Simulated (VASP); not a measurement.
Write the native input for VASP 6.6.1 that does the following.

```
Task                   : single point
Functional             : PBEsol
Potentials or basis    : VASP PAW PBE potentials, release 64 (Ga_d)
Cutoff                 : 520 eV
k mesh                 : 11 × 11 × 6
Occupations            : fermi-dirac, width 0.05 eV
Spin                   : no spin polarisation
Dipole correction      : no
Further INCAR settings : ALGO = Normal; EDIFF = 1e-06; NBANDS = 20
```

The structure of Ga lies in POSCAR:

```
Ga
1.0
    3.0031658500      0.0000000000      0.0000000000
   -1.5015829250      2.6008179178      0.0000000000
    0.0000000000      0.0000000000      4.8651286769
Ga
2
Direct
    0.2133333333      0.6066666667      0.1600000000
    0.7866666667      0.3933333333      0.8400000000
```

This cell differs from its parent crystal: shortest bond scaled by 0.64.

These files were run (other wordings do the same):

INCAR

```
PREC = Accurate
ENCUT = 520
EDIFF = 1E-6
ISMEAR = -1
SIGMA = 0.05
LREAL = F
LASPH = T
NELM = 80
ALGO = Normal
ISIF = 2
LWAVE = F
LCHARG = F
GGA = PS
NBANDS = 20
```

KPOINTS

```
Automatic mesh
0
Gamma
  11 11 6
```

Potentials or basis: VASP PAW PBE potentials, release 64 (Ga_d).

The run is started by

```sh
$ cat potpaw_PBE.64/Ga_d/POTCAR > POTCAR
$ mpirun -np 1 vasp_std > vasp.out
```

Results of the run:

| Item | Value |
| --- | --- |
| Pressure | 30.4 GPa |
| Largest force | 10.988 eV/Å |
| Band gap on the k mesh | zero (band 13 reaches 8.14 eV, above the bottom of band 14 at 3.23 eV) |

Caveat: the cell differs from its parent crystal (shortest bond scaled by 0.64); the PAW data sets were made with another functional, which shifts forces and pressure a little.

It took 61 s on 1 thread of AMD EPYC 9R45 96-Core Processor (Zen 5), on a shared host, peak memory 0.21 GiB.
